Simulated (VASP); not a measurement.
# ZnSe5 (P6/mmm) in VASP: notebook

Runs on ZnSe5. Level: PBE. Tasks: single point, relaxation of cell and atoms.

Everything below comes from runs of VASP 6.6.1. Logs are shortened: lines on timing, memory, paths and dates and some standing lists are left out, and cuts for length are marked.

## 1. The cell of the first run

The structure is hexagonal, space group P6/mmm (No. 191). The conventional cell has a = 7.257 Å, b = 7.257 Å, c = 3.510 Å, α = 90.00°, β = 90.00°, γ = 120.00°. Within 4.6 Å of Zn (site symmetry 6/mmm) lie 2 Zn at 3.51 Å and 18 Se at 4.03 to 4.19 Å. Within 3.6 Å of Se (site symmetry mmm) lie 6 Se at 2.73 to 3.51 Å. Se (site symmetry -6m2) has 8 Se at 2.73 to 3.51 Å within 3.6 Å.

## 2. Single point, PBE

The input, INCAR:

```
PREC = Accurate ; ENCUT = 520
EDIFF = 1E-6 ; ISMEAR = 0
SIGMA = 0.1 ; LREAL = False
LASPH = True ; NELM = 60
ALGO = Normal ; ISIF = 2
LWAVE = False ; LCHARG = True
GGA = PE ; LELF = True
LVHAR = True ; NBANDS = 30
```

The input, KPOINTS:

```
regular mesh
0
Gamma
  3 3 6
```

The input, POSCAR:

```
ZnSe5
1.0
    7.2567133095      0.0000000000      0.0000000000
   -3.6283566548      6.2844980740      0.0000000000
    0.0000000000      0.0000000000      3.5100401477
Zn Se
1 5
Direct
    0.0000000000      0.0000000000      0.0000000000
    0.5000000000      0.0000000000      0.5000000000
    0.5000000000      0.5000000000      0.5000000000
    0.0000000000      0.5000000000      0.5000000000
    0.3333333333      0.6666666667      0.0000000000
    0.6666666667      0.3333333333      0.0000000000
```

Potentials or basis: VASP PAW PBE potentials, release 64 (Zn, Se).

The run is started by

```console
$ cat potpaw_PBE.64/Zn/POTCAR potpaw_PBE.64/Se/POTCAR > POTCAR
$ mpirun -np 1 vasp_std > vasp.out
```

OUTCAR:

```text
PREC = Accurate
   ENCUT = 520
   EDIFF = 1E-6
   ISMEAR = 0
   LREAL = False
   LASPH = True
   NELM = 60
   ISIF = 2
   GGA = PE

 ion  position               nearest neighbor table
   1  0.000  0.000  0.000-
   2  0.500  0.000  0.500-   5 2.73   6 2.73   5 2.73   6 2.73
   3  0.500  0.500  0.500-   5 2.73   6 2.73   5 2.73   6 2.73
   4  0.000  0.500  0.500-   5 2.73   6 2.73   5 2.73   6 2.73
   5  0.333  0.667  0.000-   4 2.73   4 2.73   2 2.73   2 2.73   3 2.73   3 2.73
   6  0.667  0.333  0.000-   4 2.73   4 2.73   2 2.73   2 2.73   3 2.73   3 2.73

  LATTYP: Found a hexagonal cell.
 ALAT       =     7.2567133095
 C/A-ratio  =     0.4836955793

  Lattice vectors:

 A1 = (   7.2567133095,   0.0000000000,   0.0000000000)
 A2 = (  -3.6283566548,   6.2844980740,   0.0000000000)
 A3 = (   0.0000000000,   0.0000000000,   3.5100401477)

Analysis of symmetry for initial positions (statically):
=====================================================================
 Subroutine PRICEL returns:
 Original cell was already a primitive cell.

 Routine SETGRP: Setting up the symmetry group for a
 hexagonal supercell.

 Subroutine GETGRP returns: Found 24 space group operations
 (whereof 24 operations were pure point group operations)
 out of a pool of 24 trial point group operations.

The static configuration has the point symmetry D_6h.

Analysis of symmetry for dynamics (positions and initial velocities):
=====================================================================
 Subroutine PRICEL returns:
 Original cell was already a primitive cell.

 Routine SETGRP: Setting up the symmetry group for a
 hexagonal supercell.

 Subroutine GETGRP returns: Found 24 space group operations
 (whereof 24 operations were pure point group operations)
 out of a pool of 24 trial point group operations.

The dynamic configuration has the point symmetry D_6h.

 Subroutine INISYM returns: Found 24 space group operations
 (whereof 24 operations are pure point group operations),
 and found     1 'primitive' translations

----------------------------------------------------------------------------------------

                                     Primitive cell

  volume of cell :     160.0747

  direct lattice vectors                    reciprocal lattice vectors
     7.256713310  0.000000000  0.000000000     0.137803432  0.079560849  0.000000000
    -3.628356655  6.284498074  0.000000000     0.000000000  0.159121697  0.000000000
     0.000000000  0.000000000  3.510040148     0.000000000  0.000000000  0.284897026

  length of vectors
     7.256713310  7.256713310  3.510040148     0.159121697  0.159121697  0.284897026

  position of ions in fractional coordinates (direct lattice)
     0.000000000  0.000000000  0.000000000
     0.500000000  0.000000000  0.500000000
     0.500000000  0.500000000  0.500000000
     1.000000000  0.500000000  0.500000000
     0.333333333  0.666666667  0.000000000
     0.666666667  0.333333333  0.000000000

  ion indices of the primitive-cell ions
   primitive index   ion index
                 1           1
                 2           2
                 3           3
                 4           4
                 5           5
                 6           6

----------------------------------------------------------------------------------------

 KPOINTS: regular mesh

Automatic generation of k-mesh.
 Grid dimensions read from file:
 generate k-points for:    3    3    6

 Generating k-lattice:

  Cartesian coordinates                     Fractional coordinates (reciprocal lattice)
     0.045934477  0.026520283  0.000000000     0.333333333  0.000000000  0.000000000
     0.000000000  0.053040566  0.000000000     0.000000000  0.333333333  0.000000000
     0.000000000  0.000000000  0.047482838     0.000000000  0.000000000  0.166666667

  Length of vectors
     0.053040566  0.053040566  0.047482838

  Shift w.r.t. Gamma in fractional coordinates (k-lattice)
     0.000000000  0.000000000  0.000000000

 Subroutine IBZKPT returns following result:
 ===========================================

 Found     12 irreducible k-points:

 Following reciprocal coordinates:
            Coordinates               Weight
  0.000000  0.000000  0.000000      1.000000
  0.333333  0.000000  0.000000      6.000000
  0.333333  0.333333  0.000000      2.000000
  0.000000  0.000000  0.166667      2.000000
  0.333333  0.000000  0.166667     12.000000
  0.333333  0.333333  0.166667      4.000000
  0.000000  0.000000  0.333333      2.000000
  0.333333  0.000000  0.333333     12.000000
  0.333333  0.333333  0.333333      4.000000
  0.000000  0.000000  0.500000      1.000000
  0.333333  0.000000  0.500000      6.000000
  0.333333  0.333333  0.500000      2.000000
   k-points           NKPTS =     12   k-points in BZ     NKDIM =     12   number of bands    NBANDS=     30
   number of dos      NEDOS =    301   number of ions     NIONS =      6
   total plane-waves  NPLWV =  81648
   dimension x,y,z NGX =    54 NGY =   54 NGZ =   28
   dimension x,y,z NGXF=   108 NGYF=  108 NGZF=   56
   ions per type =               1   5
   NGX,Y,Z   is equivalent  to a cutoff of  12.37, 12.37, 13.26 a.u.
   NGXF,Y,Z  is equivalent  to a cutoff of  24.74, 24.74, 26.52 a.u.
 SYSTEM =  unknown system
   PREC   = accura    normal or accurate (medium, high low for compatibility)
   ISTART =      0    job   : 0-new  1-cont  2-samecut
   ICHARG =      2    charge: 1-file 2-atom 10-const
   ISPIN  =      1    spin polarized calculation?
   LNONCOLLINEAR =      F non collinear calculations
   LSORBIT =      F    spin-orbit coupling
   LASPH  =      T    aspherical Exc in radial PAW
   ENCUT  =  520.0 eV  38.22 Ry    6.18 a.u.  13.49 13.49  6.53*2*pi/ulx,y,z
   NELM   =     60;   NELMIN=  2; NELMDL= -5     # of ELM steps
   EDIFF  = 0.1E-05   stopping-criterion for ELM
   LREAL  =      F    real-space projection
   EDIFFG = 0.1E-04   stopping-criterion for IOM
   NSW    =      0    number of steps for IOM
   IBRION =     -1    ionic relax: 0-MD 1-quasi-New 2-CG
   NFREE  =      0    steps in history (QN), initial steepest desc. (CG)
   ISIF   =      2    stress and relaxation
   ISYM   =      2    0-nonsym 1-usesym 2-fastsym
   POTIM  = 0.5000    time-step for ionic-motion
   TEBEG  =    0.0;   TEEND  =   0.0 temperature during run
   PSTRESS=    0.0 pullay stress
   NELECT =      42.0000    total number of electrons
   NUPDOWN=      -1.0000    fix difference up-down
   EMIN   =  10.00;   EMAX   =-10.00  energy-range for DOS
   EFERMI =   0.00;   METHOD = LEGACY
   ISMEAR =     0;   SIGMA  =   0.10  broadening in eV -4-tet -1-fermi 0-gaus
   EFERMI_NEDOS =   21; number of points for ismear=-14 and -15
   IALGO  =     38    algorithm
   IMIX   =      4    mixing-type and parameters
     AMIX     =   0.40;   BMIX     =  1.00
     AMIX_MAG =   1.60;   BMIX_MAG =  1.00
  volume/ion in A,a.u.               =      26.68       180.04
  Fermi-wavevector in a.u.,A,eV,Ry     =   1.048054  1.980535 14.944877  1.098417
  Thomas-Fermi vector in A             =   2.182960
   LORBIT       =      0    0 simple, 1 ext, 2 COOP (PROOUT), +10 PAW based schemes
   GGA     = PE    functional components
   LHFCALC =     F    Hartree Fock is set to
   AEXX    =    0.0000 exact exchange contribution
   IVDW    =     0    specifies the selected vdW correction
   LEPSILON=     F    determine dielectric tensor
   LRPA    =     F    only Hartree local field effects (RPA)
 non-spin polarized calculation
 Gauss-broadening in eV      SIGMA  =   0.10
  energy-cutoff  :      520.00
  volume of cell :      160.07
 maximum number of plane-waves:      4345
 NGX is ok and might be reduce to    54
   NGX = 27   NGY = 27   NGZ = 13

 number of electron      42.0000024 magnetization

 Free energy of the ion-electron system (eV)
  ---------------------------------------------------
  ext. energy  EPLUGINS =         0.00000000
  ---------------------------------------------------
  free energy    TOTEN  =       -15.99067181 eV

  energy without entropy =      -15.96097278  energy(sigma->0) =      -15.97582230

 E-fermi :   2.1854     XC(G=0):  -8.9559

 val. band max:        2.1809276099   @ k =   0.3333   0.0000   0.5000
 cond. band min:       2.1920906469   @ k =   0.3333   0.3333   0.3333
 fundamental gap:      0.0111630370
 Fermi energy:         2.1853535303

 k-point     1 :       0.0000    0.0000    0.0000
  band No.  band energies     occupation
      1     -13.6592      2.00000
      2     -11.9522      2.00000
      3     -10.7459      2.00000
      4     -10.7459      2.00000
      5      -7.5483      2.00000
      6      -3.3037      2.00000
[... 22 lines left out ...]
     29       7.1563      0.00000
     30       8.2908      0.00000

 k-point     2 :       0.3333    0.0000    0.0000
  band No.  band energies     occupation
      1     -13.4474      2.00000
      2     -12.6086      2.00000
      3     -10.7509      2.00000
      4      -9.8470      2.00000
      5      -8.1708      2.00000
      6      -3.3043      2.00000
[... 22 lines left out ...]
     29       7.3751      0.00000
     30       8.6230      0.00000

 k-point     3 :       0.3333    0.3333    0.0000
  band No.  band energies     occupation
      1     -13.0970      2.00000
      2     -13.0970      2.00000
      3     -10.7570      2.00000
      4      -8.9757      2.00000
      5      -8.9757      2.00000
      6      -3.3041      2.00000
[... 22 lines left out ...]
     29       8.2868      0.00000
     30       8.2868      0.00000

 k-point     4 :       0.0000    0.0000    0.1667
  band No.  band energies     occupation
      1     -13.3764      2.00000
      2     -11.7499      2.00000
      3     -10.5632      2.00000
      4     -10.5632      2.00000
      5      -8.1481      2.00000
      6      -3.2618      2.00000
[... 220 lines left out ...]
     29       7.1916      0.00000
     30       9.2921      0.00000

 k-point    11 :       0.3333    0.0000    0.5000
  band No.  band energies     occupation
      1     -11.3636      2.00000
      2     -11.0753      2.00000
      3     -10.7915      2.00000
      4     -10.1760      2.00000
      5      -9.8759      2.00000
      6      -4.4134      2.00000
[... 22 lines left out ...]
     29       7.3570      0.00000
     30       9.5201      0.00000

 k-point    12 :       0.3333    0.3333    0.5000
  band No.  band energies     occupation
      1     -11.2247      2.00000
      2     -11.2247      2.00000
      3     -10.5109      2.00000
      4     -10.5109      2.00000
      5      -9.8789      2.00000
      6      -3.7310      2.00000
[... 22 lines left out ...]
     29       6.9958      0.00000
     30       9.9741      0.00000

------------------------ aborting loop because EDIFF is reached ----------------------------------------

  FORCE on cell =-STRESS in cart. coord.  units (eV):
  Direction    XX          YY          ZZ          XY          YZ          ZX
  --------------------------------------------------------------------------------------
  -------------------------------------------------------------------------------------
  Total        0.0449819      0.0449819      0.1935487     -0.0000000      0.0000000      0.0000000
  in kB        0.4502207      0.4502207      1.9372165     -0.0000000      0.0000000      0.0000000
  external PRESSURE =       0.9458860 kB  Pullay stress =       0.0000000 kB

 VOLUME and BASIS-vectors are now :
 -----------------------------------------------------------------------------
  energy-cutoff  :      520.00
  volume of cell :      160.07
      direct lattice vectors                 reciprocal lattice vectors
     7.256713310  0.000000000  0.000000000     0.137803432  0.079560849  0.000000000
    -3.628356655  6.284498074  0.000000000     0.000000000  0.159121697  0.000000000
     0.000000000  0.000000000  3.510040148     0.000000000  0.000000000  0.284897026

 POSITION                                       TOTAL-FORCE (eV/Angst)
 -----------------------------------------------------------------------------------
      0.00000      0.00000      0.00000        -0.000000      0.000000      0.000000
      3.62836      0.00000      1.75502        -0.000000      0.000000      0.000000
      1.81418      3.14225      1.75502        -0.000000      0.000000      0.000000
     -1.81418      3.14225      1.75502        -0.000000      0.000000      0.000000
     -0.00000      4.18967      0.00000        -0.000000     -0.000000     -0.000000
      3.62836      2.09483      0.00000         0.000000      0.000000      0.000000
 -----------------------------------------------------------------------------------
    total drift:                                0.000000      0.000000      0.000000

  FREE ENERGIE OF THE ION-ELECTRON SYSTEM (eV)
  ---------------------------------------------------
  free  energy   TOTEN  =       -15.9906718142 eV

  energy  without entropy=      -15.9609727777  energy(sigma->0) =      -15.97582230
```

Wall time 39 s (1 thread of AMD EPYC 9R45 (Zen 5), shared host); peak memory 0.25 GiB.

What came out:

| Property | Result |
| --- | --- |
| Free energy | -15.9907 eV |
| Pressure | 0.1 GPa |
| Band gap on the k mesh | zero (band 21 reaches 3.07 eV, above the bottom of band 22 at 1.60 eV) |

## 3. Relaxation of cell and atoms, PBE

This run uses another cell than the first one, of 27.33 Å³/atom, 1.024 times its volume.

The input, INCAR:

```
ALGO = Normal
EDIFF = 1E-6
EDIFFG = -0.04
ENCUT = 600
GGA = PE
IBRION = 2
ISIF = 3
ISMEAR = 0
LASPH = T
LCHARG = F
LREAL = F
LWAVE = F
NELM = 60
NSW = 90
PREC = Accurate
SIGMA = 0.1
```

The input, KPOINTS:

```
k-points
0
Gamma
  3 3 4
```

The input, POSCAR:

```
ZnSe5
1.0
    6.1940423300      0.0000000000      0.0000000000
   -3.0970211700      5.3641980100      0.0000000000
    0.0000000000      0.0000000000      4.9348841000
Zn Se
1 5
Direct
    0.0000000000      0.0000000000      0.0000000000
    0.5000000000      0.0000000000      0.5000000000
    0.5000000000      0.5000000000      0.5000000000
    0.0000000000      0.5000000000      0.5000000000
    0.3333333300      0.6666666700      0.0000000000
    0.6666666700      0.3333333300      0.0000000000
```

Potentials or basis: VASP PAW PBE potentials, release 64 (Zn, Se).

The run is started by

```console
$ cat potpaw_PBE.64/Zn/POTCAR potpaw_PBE.64/Se/POTCAR > POTCAR
$ mpirun -np 1 vasp_std > vasp.out
```

It took 5 min on 1 thread of AMD EPYC 9R45 (Zen 5), shared host; peak memory 0.3 GiB.

The run converged. Its results:

```
Free energy                            : -16.1324 eV
Relaxed volume                         : 26.99 Å³/atom
Relaxed cell                           : a = 7.294 Å, b = 7.294 Å, c = 3.515 Å, α = 90.00°, β = 90.00°, γ = 120.00°
Space group after relaxing (to 0.05 Å) : P6/mmm (No. 191)
Energy gained by relaxing              : 231.2 meV/atom
Ionic steps                            : 13
Pressure after relaxing                : 0.0 GPa
Band gap on the k mesh                 : zero (band 21 reaches 2.97 eV, above the bottom of band 22 at 1.68 eV)
```

Stress tensor (GPa, compression positive):
```
-0.14  0.00  0.00
 0.00 -0.14  0.00
 0.00  0.00  0.21
```

The path:
```csv
step,energy change (eV),largest force (eV/Å),pressure (GPa),volume (Å³)
1,0.0000,0.0000,-5.78,163.97
2,-0.7045,0.0000,-0.10,141.50
3,-0.7121,0.0000,0.67,139.62
4,-0.7122,0.0000,0.88,139.16
5,-0.7552,0.0000,0.64,140.63
6,-0.8351,0.0000,0.36,144.79
7,-1.0472,0.0000,0.75,151.88
8,-1.2649,0.0000,1.66,160.14
9,-1.3609,0.0000,0.86,157.58
10,-1.3553,0.0000,1.13,159.08
11,-1.3779,0.0000,1.01,158.50
12,-1.1725,0.0000,-3.65,179.11
13,-1.3875,0.0000,-0.02,161.97
```

Final structure:
```
Zn Se
1.0
     7.29434    0.00000    0.00000
    -3.64717    6.31708    0.00000
     0.00000    0.00000    3.51502
Zn Se
1 5
Direct
  0.00000 0.00000 0.00000
  0.50000 0.00000 0.50000
  0.50000 0.50000 0.50000
  0.00000 0.50000 0.50000
  0.33333 0.66667 0.00000
  0.66667 0.33333 0.00000
```

Levels at points of the mesh, in eV from the Fermi level:
```csv
k point,band 18,band 19,band 20,band 21,band 22,band 23,band 24,band 25
"(0.00, 0.00, 0.00)",-1.25,-1.25,-0.98,-0.46,-0.37,-0.37,3.29,3.29
"(0.00, 0.00, 0.50)",-2.03,-1.65,-0.46,-0.46,0.12,0.37,2.33,2.54
```

Caveat: the k points lie up to 0.45 Å⁻¹ apart in the final cell.

[end of part 1 of 3]
